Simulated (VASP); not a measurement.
Wanted: the native input for a VASP 6.6.1 run.

```
Task                   : single point
Functional             : PBE
Potentials or basis    : VASP PAW PBE potentials, release 64 (Cu)
Cutoff                 : 520 eV
k mesh                 : 16 × 16 × 16
Occupations            : fermi-dirac, width 0.15 eV
Spin                   : no spin polarisation
Dipole correction      : no
Further INCAR settings : ALGO = Normal; EDIFF = 1e-06; NBANDS = 12
```

The structure of Cu lies in POSCAR:

```
Cu
1.0
    0.0000000000      1.7830713297      1.7830713297
    1.7830713297      0.0000000000      1.7830713297
    1.7830713297      1.7830713297      0.0000000000
Cu
1
Direct
    0.0000000000      0.0000000000      0.0000000000
```

One way to write it, as run:

INCAR

```
SYSTEM = Cu
ALGO     = Normal         ! electronic algorithm
EDIFF    = 1E-6           ! SCF threshold, eV
ENCUT    = 520            ! plane-wave cutoff, eV
GGA      = PE             ! functional
ISIF     = 2              ! what is computed and relaxed
ISMEAR   = -1             ! smearing method
LASPH    = .TRUE.         ! aspherical terms in the spheres
LCHARG   = .TRUE.         ! write CHGCAR
LELF     = .TRUE.         ! ELF
LREAL    = .FALSE.        ! projectors in reciprocal space
LVHAR    = .TRUE.       
LWAVE    = .FALSE.        ! write WAVECAR
NBANDS   = 12             ! bands
NELM     = 80             ! most SCF steps
PREC     = Accurate       ! precision mode
SIGMA    = 0.15           ! smearing width, eV
```

KPOINTS

```
k-points
0
G
  16 16 16
  0 0 0
```

Potentials or basis: VASP PAW PBE potentials, release 64 (Cu).

Run with:

```console
$ cat potpaw_PBE.64/Cu/POTCAR > POTCAR
$ mpirun -np 1 vasp_std > vasp.out
```

It gave:

```json
{
 "Pressure": "9.2 GPa"
}
```

It took 25 s on 1 thread of Intel Xeon 8259CL (shared host), peak memory 0.14 GiB.
